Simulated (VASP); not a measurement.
# Pt (P6_3/mmc) in VASP: further runs

The runs below take Pt through relaxation of cell and atoms, with PBE.

All numbers are computed with VASP 6.6.1; they aren't measurements. Logs are shortened: lines on timing, memory, paths and dates and some standing lists are left out, and cuts for length are marked.

### 1 The cell of the first run

The structure is hexagonal, space group P6_3/mmc (No. 194). The conventional cell has a = 2.761 Å, b = 2.761 Å, c = 4.792 Å, α = 90.00°, β = 90.00°, γ = 120.00°. Pt (site symmetry -6m2) has 12 Pt at 2.76 to 2.88 Å within 3.6 Å.

### 2 Relaxation of cell and atoms, PBE, target pressure 10 GPa, at which the enthalpy is minimised

The input, INCAR:

```
  PREC = Accurate
  ENCUT = 600
  EDIFF = 1E-6
  ISMEAR = -1
  SIGMA = 0.05
  LREAL = F
  LASPH = T
  NELM = 100
  ALGO = Normal
  ISIF = 3
  LWAVE = F
  LCHARG = F
  GGA = PE
  IBRION = 2
  NSW = 60
  EDIFFG = -0.01
  PSTRESS = 100.0
```

The input, KPOINTS:

```
Automatic mesh
0
Gamma
  11 11 6
```

The input, POSCAR:

```
Pt
1.0
    2.7606656158      0.0000000000      0.0000000000
   -1.3803328079      2.3908065546      0.0000000000
    0.0000000000      0.0000000000      4.7921340000
Pt
2
Direct
    0.3333333333      0.6666666667      0.2500000000
    0.6666666667      0.3333333333      0.7500000000
```

Potentials or basis: VASP PAW PBE potentials, release 64 (Pt).

Launch:

```
$ cat potpaw_PBE.64/Pt/POTCAR > POTCAR
$ mpirun -np 1 vasp_std > vasp.out
```

OUTCAR:

```text
PREC = Accurate
   ENCUT = 600
   EDIFF = 1E-6
   ISMEAR = -1
   LREAL = F
   LASPH = T
   NELM = 100
   ISIF = 3
   GGA = PE
   IBRION = 2
   NSW = 60
   EDIFFG = -0.01
   PSTRESS = 100.0

 ion  position               nearest neighbor table
   1  0.333  0.667  0.250-   2 2.88   2 2.88   2 2.88   2 2.88   2 2.88   2 2.88
   2  0.667  0.333  0.750-   1 2.88   1 2.88   1 2.88   1 2.88   1 2.88   1 2.88

  LATTYP: Found a hexagonal cell.
 ALAT       =     2.7606656158
 C/A-ratio  =     1.7358618054

  Lattice vectors:

 A1 = (   2.7606656158,   0.0000000000,   0.0000000000)
 A2 = (  -1.3803328079,   2.3908065546,   0.0000000000)
 A3 = (   0.0000000000,   0.0000000000,   4.7921340000)

Analysis of symmetry for initial positions (statically):
=====================================================================
 Subroutine PRICEL returns:
 Original cell was already a primitive cell.

 Routine SETGRP: Setting up the symmetry group for a
 hexagonal supercell.

 Subroutine GETGRP returns: Found 24 space group operations
 (whereof 12 operations were pure point group operations)
 out of a pool of 24 trial point group operations.

The static configuration has the point symmetry D_3d.
 The point group associated with its full space group is D_6h.

Analysis of symmetry for dynamics (positions and initial velocities):
=====================================================================
 Subroutine PRICEL returns:
 Original cell was already a primitive cell.

 Routine SETGRP: Setting up the symmetry group for a
 hexagonal supercell.

 Subroutine GETGRP returns: Found 24 space group operations
 (whereof 12 operations were pure point group operations)
 out of a pool of 24 trial point group operations.

The dynamic configuration has the point symmetry D_3d.
 The point group associated with its full space group is D_6h.

 Subroutine INISYM returns: Found 24 space group operations
 (whereof 12 operations are pure point group operations),
 and found     1 'primitive' translations

----------------------------------------------------------------------------------------

                                     Primitive cell

  volume of cell :      31.6291

  direct lattice vectors                    reciprocal lattice vectors
     2.760665616  0.000000000  0.000000000     0.362231483  0.209134444  0.000000000
    -1.380332808  2.390806555  0.000000000     0.000000000  0.418268888  0.000000000
     0.000000000  0.000000000  4.792134000     0.000000000  0.000000000  0.208675300

  length of vectors
     2.760665616  2.760665616  4.792134000     0.418268888  0.418268888  0.208675300

  position of ions in fractional coordinates (direct lattice)
     0.333333333  0.666666667  0.250000000
     0.666666667  0.333333333  0.750000000

  ion indices of the primitive-cell ions
   primitive index   ion index
                 1           1
                 2           2

----------------------------------------------------------------------------------------

 KPOINTS: Automatic mesh

Automatic generation of k-mesh.
 Grid dimensions read from file:
 generate k-points for:   11   11    6

 Generating k-lattice:

  Cartesian coordinates                     Fractional coordinates (reciprocal lattice)
     0.032930135  0.019012222  0.000000000     0.090909091  0.000000000  0.000000000
     0.000000000  0.038024444  0.000000000     0.000000000  0.090909091  0.000000000
     0.000000000  0.000000000  0.034779217     0.000000000  0.000000000  0.166666667

  Length of vectors
     0.038024444  0.038024444  0.034779217

  Shift w.r.t. Gamma in fractional coordinates (k-lattice)
     0.000000000  0.000000000  0.000000000

 Subroutine IBZKPT returns following result:
 ===========================================

 Found     64 irreducible k-points:

 Following reciprocal coordinates:
            Coordinates               Weight
  0.000000  0.000000  0.000000      1.000000
  0.090909  0.000000  0.000000      6.000000
  0.181818  0.000000  0.000000      6.000000
  0.272727  0.000000  0.000000      6.000000
  0.363636  0.000000  0.000000      6.000000
  0.454545  0.000000  0.000000      6.000000
[... 16 lines left out ...]
  0.090909  0.090909  0.166667     12.000000
  0.181818  0.090909  0.166667     24.000000
 [... further k-points ...]
   k-points           NKPTS =     64   k-points in BZ     NKDIM =     64   number of bands    NBANDS=     14
   number of dos      NEDOS =    301   number of ions     NIONS =      2
   total plane-waves  NPLWV =  23040
   dimension x,y,z NGX =    24 NGY =   24 NGZ =   40
   dimension x,y,z NGXF=    48 NGYF=   48 NGZF=   80
   ions per type =               2
   NGX,Y,Z   is equivalent  to a cutoff of  14.45, 14.45, 13.88 a.u.
   NGXF,Y,Z  is equivalent  to a cutoff of  28.91, 28.91, 27.75 a.u.
 SYSTEM =  unknown system
   PREC   = accura    normal or accurate (medium, high low for compatibility)
   ISTART =      0    job   : 0-new  1-cont  2-samecut
   ICHARG =      2    charge: 1-file 2-atom 10-const
   ISPIN  =      1    spin polarized calculation?
   LNONCOLLINEAR =      F non collinear calculations
   LSORBIT =      F    spin-orbit coupling
   LASPH  =      T    aspherical Exc in radial PAW
   ENCUT  =  600.0 eV  44.10 Ry    6.64 a.u.   5.51  5.51  9.57*2*pi/ulx,y,z
   NELM   =    100;   NELMIN=  2; NELMDL= -5     # of ELM steps
   EDIFF  = 0.1E-05   stopping-criterion for ELM
   LREAL  =      F    real-space projection
   EDIFFG = -.1E-01   stopping-criterion for IOM
   NSW    =     60    number of steps for IOM
   IBRION =      2    ionic relax: 0-MD 1-quasi-New 2-CG
   NFREE  =      1    steps in history (QN), initial steepest desc. (CG)
   ISIF   =      3    stress and relaxation
   ISYM   =      2    0-nonsym 1-usesym 2-fastsym
   POTIM  = 0.5000    time-step for ionic-motion
   TEBEG  =    0.0;   TEEND  =   0.0 temperature during run
   PSTRESS=  100.0 pullay stress
   NELECT =      20.0000    total number of electrons
   NUPDOWN=      -1.0000    fix difference up-down
   EMIN   =  10.00;   EMAX   =-10.00  energy-range for DOS
   EFERMI =   0.00;   METHOD = LEGACY
   ISMEAR =    -1;   SIGMA  =   0.05  broadening in eV -4-tet -1-fermi 0-gaus
   EFERMI_NEDOS =   21; number of points for ismear=-14 and -15
   IALGO  =     38    algorithm
   IMIX   =      4    mixing-type and parameters
     AMIX     =   0.40;   BMIX     =  1.00
     AMIX_MAG =   1.60;   BMIX_MAG =  1.00
  volume/ion in A,a.u.               =      15.81       106.72
  Fermi-wavevector in a.u.,A,eV,Ry     =   1.405149  2.655347 26.863944  1.974444
  Thomas-Fermi vector in A             =   2.527639
   LORBIT       =      0    0 simple, 1 ext, 2 COOP (PROOUT), +10 PAW based schemes
   GGA     = PE    functional components
   LHFCALC =     F    Hartree Fock is set to
   AEXX    =    0.0000 exact exchange contribution
   IVDW    =     0    specifies the selected vdW correction
   LEPSILON=     F    determine dielectric tensor
   LRPA    =     F    only Hartree local field effects (RPA)
 conjugate gradient relaxation of ions
 non-spin polarized calculation
  energy-cutoff  :      600.00
  volume of cell :       31.63
 maximum number of plane-waves:      1081
 NGX is ok and might be reduce to    24
   NGX = 11   NGY = 11   NGZ = 19

--------------------------------------- Ionic step        1  -------------------------------------------

 number of electron      20.0000003 magnetization

 Free energy of the ion-electron system (eV)
  ---------------------------------------------------
  ext. energy  EPLUGINS =         0.00000000
  ---------------------------------------------------
  free energy    TOTEN  =       -12.08600680 eV

  energy without entropy =      -12.05003653  energy(sigma->0) =      -12.06802167

------------------------ aborting loop because EDIFF is reached ----------------------------------------

  FORCE on cell =-STRESS in cart. coord.  units (eV):
  Direction    XX          YY          ZZ          XY          YZ          ZX
  --------------------------------------------------------------------------------------
  -------------------------------------------------------------------------------------
  Total       -0.0860545     -0.0860545     -0.4244681      0.0000000      0.0000000      0.0000000
  in kB       -4.3591026     -4.3591026    -21.5014844      0.0000000      0.0000000      0.0000000
  external PRESSURE =    -110.0732298 kB  Pullay stress =     100.0000000 kB
[... 289 lines left out ...]
  enthalpy is  TOTEN    =       -10.1605347730 eV   P V=        1.8960184465

--------------------------------------- Ionic step        9  -------------------------------------------

 number of electron      20.0000000 magnetization

 Free energy of the ion-electron system (eV)
  ---------------------------------------------------
  ext. energy  EPLUGINS =         0.00000000
  ---------------------------------------------------
  free energy    TOTEN  =       -12.05282597 eV

  energy without entropy =      -12.01712921  energy(sigma->0) =      -12.03497759

 E-fermi :  11.1437     XC(G=0): -13.4563

 val. band max:       11.1301696842   @ k =   0.4545   0.0909   0.5000
 cond. band min:      11.1466890745   @ k =   0.2727   0.0909   0.1667
 fundamental gap:      0.0165193903
 Fermi energy:        11.1437074586

 k-point     1 :       0.0000    0.0000    0.0000
  band No.  band energies     occupation
      1       1.0059      2.00000
      2       3.7375      2.00000
      3       7.0441      2.00000
      4       7.5072      2.00000
      5       7.5072      2.00000
      6       7.9224      2.00000
      7       7.9224      2.00000
      8       9.1192      2.00000
      9       9.1192      2.00000
     10      10.3438      2.00000
     11      10.8941      1.98650
     12      10.8941      1.98650
     13      16.2744      0.00000
     14      26.1237      0.00000
[... 375 lines left out ...]
 k-point    24 :       0.1818    0.0909    0.1667
  band No.  band energies     occupation
      1       3.1168      2.00000
      2       5.2005      2.00000
      3       6.3585      2.00000
      4       6.5190      2.00000
      5       7.1690      2.00000
      6       7.7571      2.00000
      7       8.4912      2.00000
      8       8.7673      2.00000
      9       9.4306      2.00000
     10       9.5491      2.00000
     11      10.9266      1.97433
     12      13.9370      0.00000
     13      18.5720      0.00000
     14      24.7032      0.00000

 [... further k-points ...]
[... 5 lines left out ...]
  --------------------------------------------------------------------------------------
  -------------------------------------------------------------------------------------
  Total        1.8966459      1.8966459      1.8938772      0.0000000     -0.0000000      0.0000000
  in kB      100.2361994    100.2361994    100.0898782      0.0000000     -0.0000000      0.0000000
  external PRESSURE =       0.1874257 kB  Pullay stress =     100.0000000 kB
[... 17 lines left out ...]
  FREE ENERGIE OF THE ION-ELECTRON SYSTEM (eV)
  ---------------------------------------------------
  free  energy   TOTEN  =       -12.0528259692 eV

  energy  without entropy=      -12.0171292077  energy(sigma->0) =      -12.03497759

  enthalpy is  TOTEN    =       -10.1606493939 eV   P V=        1.8921765753

 reached required accuracy - stopping structural energy minimisation
```

Run time: 95 s. Hardware: 1 thread of Intel Xeon 6975P-C, shared host; peak memory 0.18 GiB.

What came out:

```yaml
Free_energy: -12.0528 eV
Relaxed_volume: 15.16 Å³/atom
Relaxed_cell: a = 2.735 Å, b = 2.735 Å, c = 4.681 Å, α = 90.00°, β = 90.00°, γ = 120.00°
Space_group_after_relaxing_to_0.05_Å: P6_3/mmc (No. 194)
Energy_change_on_relaxing_the_enthalpy_is_what_falls: +16.6 meV/atom
Ionic_steps: 9
Pressure_after_relaxing: 10.0 GPa
Band_gap_on_the_k_mesh: zero (band 10 reaches 11.53 eV, above the bottom of band 11 at 10.28 eV)
```

Step by step:
| step | energy change (eV) | largest force (eV/Å) | pressure (GPa) | volume (Å³) |
| --- | --- | --- | --- | --- |
| 1 | 0.0000 | 0.0000 | -1.01 | 31.63 |
| 2 | 0.7030 | 0.0000 | 58.46 | 26.91 |
| 3 | 0.0307 | 0.0000 | 9.55 | 30.39 |
| 4 | 0.0335 | 0.0000 | 10.01 | 30.35 |
| 5 | 0.0351 | 0.0000 | 10.26 | 30.32 |
| 6 | 0.0346 | 0.0000 | 10.25 | 30.29 |
| 7 | 0.0346 | 0.0000 | 10.24 | 30.29 |
| 8 | 0.0295 | 0.0000 | 9.42 | 30.38 |
| 9 | 0.0332 | 0.0000 | 10.02 | 30.32 |

Final structure:
```yaml
crystal:
  lattice:
    - [2.73464, 0.00000, 0.00000]
    - [-1.36732, 2.36827, 0.00000]
    - [0.00000, 0.00000, 4.68102]
  atoms:
    - { symbol: Pt, position: [0.33333, 0.66667, 0.25000] }
    - { symbol: Pt, position: [0.66667, 0.33333, 0.75000] }
```

Caveat: the cell is relaxed towards a set pressure, so the enthalpy falls and the energy may rise; spin-orbit coupling is left out, which moves the levels of the heavy elements.

### 3 Relaxation of cell and atoms, PBE, target pressure 20 GPa, at which the enthalpy is minimised

The input, INCAR:

```
SYSTEM = Pt
PREC     = Accurate       ! precision mode
ENCUT    = 600            ! plane-wave cutoff, eV
EDIFF    = 1E-6           ! SCF threshold, eV
ISMEAR   = -1             ! smearing method
SIGMA    = 0.05           ! smearing width, eV
LREAL    = .False.        ! projectors in reciprocal space
LASPH    = .True.         ! aspherical terms in the spheres
NELM     = 100            ! most SCF steps
ALGO     = Normal         ! electronic algorithm
ISIF     = 3              ! what is computed and relaxed
LWAVE    = .False.        ! write WAVECAR
LCHARG   = .False.        ! write CHGCAR
GGA      = PE             ! functional
IBRION   = 2              ! ionic algorithm
NSW      = 60             ! ionic steps
EDIFFG   = -0.01          ! ionic threshold
PSTRESS  = 200.0
```

The input, KPOINTS:

```
regular mesh
0
Gamma
  11 11 6
  0 0 0
```

POSCAR is that of step 2.

Potentials or basis: VASP PAW PBE potentials, release 64 (Pt).

Launch:

```
$ cat potpaw_PBE.64/Pt/POTCAR > POTCAR
$ mpirun -np 1 vasp_std > vasp.out
```

Run time: 1.8 min. Hardware: 1 thread of Intel Xeon 6975P-C, shared host; peak memory 0.19 GiB.

It converged, with:

| Item | Value |
| --- | --- |
| Free energy | -11.9662 eV |
| Relaxed volume | 14.69 Å³/atom |
| Relaxed cell | a = 2.710 Å, b = 2.710 Å, c = 4.620 Å, α = 90.00°, β = 90.00°, γ = 120.00° |
| Space group after relaxing (to 0.05 Å) | P6_3/mmc (No. 194) |
| Energy change on relaxing (the enthalpy is what falls) | +59.9 meV/atom |
| Ionic steps | 10 |
| Pressure after relaxing | 20.0 GPa |
| Band gap on the k mesh | zero (band 10 reaches 12.16 eV, above the bottom of band 11 at 10.84 eV) |

Stress tensor (GPa, compression positive):
```
20.00  0.00  0.00
 0.00 20.00  0.00
 0.00  0.00 20.08
```

Step by step:
| step | energy change (eV) | largest force (eV/Å) | pressure (GPa) | volume (Å³) |
| --- | --- | --- | --- | --- |
| 1 | 0.0000 | 0.0000 | -1.01 | 31.63 |
| 2 | 3.3221 | 0.0000 | 174.70 | 23.05 |
| 3 | 0.0960 | 0.0000 | 17.69 | 29.62 |
| 4 | 0.1119 | 0.0000 | 19.30 | 29.48 |
| 5 | 0.1201 | 0.0000 | 20.07 | 29.41 |
| 6 | 0.1214 | 0.0000 | 20.16 | 29.37 |
| 7 | 0.1207 | 0.0000 | 20.12 | 29.37 |
| 8 | 0.1208 | 0.0000 | 20.12 | 29.37 |
| 9 | 0.1162 | 0.0000 | 19.70 | 29.41 |
| 10 | 0.1198 | 0.0000 | 20.03 | 29.38 |

Final structure:
```
Pt
1.0
     2.70987    0.00000    0.00000
    -1.35494    2.34682    0.00000
     0.00000    0.00000    4.62000
Pt
2
Direct
  0.33333 0.66667 0.25000
  0.66667 0.33333 0.75000
```

Levels at points of the mesh, in eV from the Fermi level:
```csv
k point,band 8,band 9,band 10,band 11,band 12,band 13
"(0.00, 0.00, 0.00)",-2.17,-2.17,-0.91,-0.27,-0.27,5.40
"(0.00, 0.00, 0.50)",-3.84,-0.92,-0.92,-0.92,-0.92,12.78
```

Caveat: the cell is relaxed towards a set pressure, so the enthalpy falls and the energy may rise; spin-orbit coupling is left out, which moves the levels of the heavy elements.
